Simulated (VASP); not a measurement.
Here is a VASP 6.6.1 calculation.

Contents of INCAR:

```
PREC     = Accurate       # precision mode
ENCUT    = 520            # plane-wave cutoff, eV
EDIFF    = 1E-7           # SCF threshold, eV
ISMEAR   = 0              # smearing method
SIGMA    = 0.01           # smearing width, eV
LREAL    = F              # projectors in reciprocal space
LASPH    = T              # aspherical terms in the spheres
NELM     = 80             # most SCF steps
ALGO     = Normal         # electronic algorithm
ISIF     = 2              # what is computed and relaxed
LWAVE    = F              # write WAVECAR
LCHARG   = F              # write CHGCAR
GGA      = PE             # functional
NBANDS   = 50             # bands
```

Contents of KPOINTS:

```
Automatic mesh
0
Gamma
  12 12 3
```

POSCAR

```
SnTe
1.0
    4.4595620655      0.0000000000      0.0000000000
   -2.2297810328      3.8620940385      0.0000000000
    0.0000000000      0.0000000000     15.4147448775
Sn Te
4 4
Direct
    0.0000000000      0.0000000000      0.0000000000
    0.3333333333      0.6666666667      0.2500000000
    0.0000000000      0.0000000000      0.5000000000
    0.6666666667      0.3333333333      0.7500000000
    0.6666666667      0.3333333333      0.1212842140
    0.6666666667      0.3333333333      0.3787157860
    0.3333333333      0.6666666667      0.6212842140
    0.3333333333      0.6666666667      0.8787157860
```

Potentials or basis: VASP PAW PBE potentials, release 64 (Sn_d, Te).

The run is started by

```sh
$ cat potpaw_PBE.64/Sn_d/POTCAR potpaw_PBE.64/Te/POTCAR > POTCAR
$ mpirun -np 1 vasp_std > vasp.out
```

(1) What does it give for the band gap on the k mesh?

(2) Predict the pressure.

## Answers

(1) zero (bands 40 and 41 overlap by 0.18 eV).

(2) 0.0 GPa.

Caveat: semilocal functionals underestimate gaps, so a narrow gap can read as zero; spin-orbit coupling is left out, which moves the levels of the heavy elements.
